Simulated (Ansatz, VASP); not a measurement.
## Two plane-wave programs on TiO2

```
Ti O
1.0
     1.47410   -4.79653    0.00000
     1.47410    4.79653    0.00000
     0.00000    0.00000   10.23522
Ti O
4 8
Direct
  0.86691 0.13309 0.58314
  0.13309 0.86691 0.41686
  0.86691 0.13309 0.91686
  0.13309 0.86691 0.08314
  0.50000 0.50000 0.50000
  0.50000 0.50000 0.00000
  0.93424 0.06577 0.75000
  0.06577 0.93424 0.25000
  0.75440 0.24560 0.10287
  0.24560 0.75440 0.89713
  0.24560 0.75440 0.60287
  0.75440 0.24560 0.39713
```

Alike in both runs: functional BLYP; k mesh 9 × 9 × 3; occupations fermi-dirac, width 0.05 eV; no spin polarisation.

```csv
,VASP,Ansatz
version,VASP 6.6.1,Ansatz 0.2.0
potentials or method,"VASP PAW PBE potentials, release 64 (Ti_sv, O)",Ansatz PAW
plane-wave cutoff (eV),520,420
valence electrons in the cell,96,96
task,single point,band structure
```

Ansatz gave:

| Quantity | Value |
| --- | --- |
| gap on the k mesh at the Fermi level (eV) | 2.59 |
| least direct gap on the mesh (eV) | 2.67 |
| pressure (GPa) | 3.0 |
| traceless stress, the component that is largest in VASP (GPa) | 0.59 |
| rms of the force components (eV/Å) | 0.052 |

Which values does VASP return?

gap on the k mesh at the Fermi level (eV): 2.57; least direct gap on the mesh (eV): 2.65; pressure (GPa): 4.1; traceless stress, the component that is largest in VASP (GPa): 0.73; rms of the force components (eV/Å): 0.071.

VASP's potentials were made for PBE, not for BLYP. Atom by atom the forces differ by 0.072 eV/Å (rms over components).
